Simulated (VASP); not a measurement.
Input of a VASP 6.6.1 run:

File INCAR:

```
SYSTEM = C
ALGO = Normal
EDIFF = 1E-6
ENCUT = 520
GGA = PE
ISIF = 2
ISMEAR = 0
LASPH = .True.
LCHARG = .False.
LREAL = .False.
LWAVE = .False.
NBANDS = 36
NELM = 60
PREC = Accurate
SIGMA = 0.15
```

The input KPOINTS:

```
k-points
0
Gamma
  18 18 2
  0 0 0
```

POSCAR

```
C
1.0
    2.3454914661      0.0000000000      0.0000000000
   -1.1727457331      2.0312551940      0.0000000000
    0.0000000000      0.0000000000     30.3810111588
C
12
Direct
    0.6666666667      0.3333333333      0.9805841193
    0.6666666667      0.3333333333      0.4765728544
    0.6666666667      0.3333333333      0.7547604756
    0.6666666667      0.3333333333      0.2507492107
    0.0000000000      0.0000000000      0.6156666650
    0.3333333333      0.6666666667      0.2547604756
    0.0000000000      0.0000000000      0.1156666650
    0.6666666667      0.3333333333      0.6156666650
    0.3333333333      0.6666666667      0.7507492107
    0.3333333333      0.6666666667      0.1156666650
    0.3333333333      0.6666666667      0.4805841193
    0.3333333333      0.6666666667      0.9765728544
```

Potentials or basis: VASP PAW PBE potentials, release 64 (C).

Command:

```bash
$ cat potpaw_PBE.64/C/POTCAR > POTCAR
$ mpirun -np 1 vasp_std > vasp.out
```

(1) Predict the largest force.

(2) Estimate the pressure.

## Answers

(1) 1.927 eV/Å.

(2) 33.7 GPa.

Caveat: the cell differs from its parent crystal (atoms shifted along a free coordinate); the stress differs along the axes, from -1 to 51 GPa; this functional lacks dispersion, which binds layers or chains, so the pressure and a relaxed spacing across them are unreliable; forces of over 1 eV/Å act on the atoms, so gaps and moduli don't describe the material at rest.
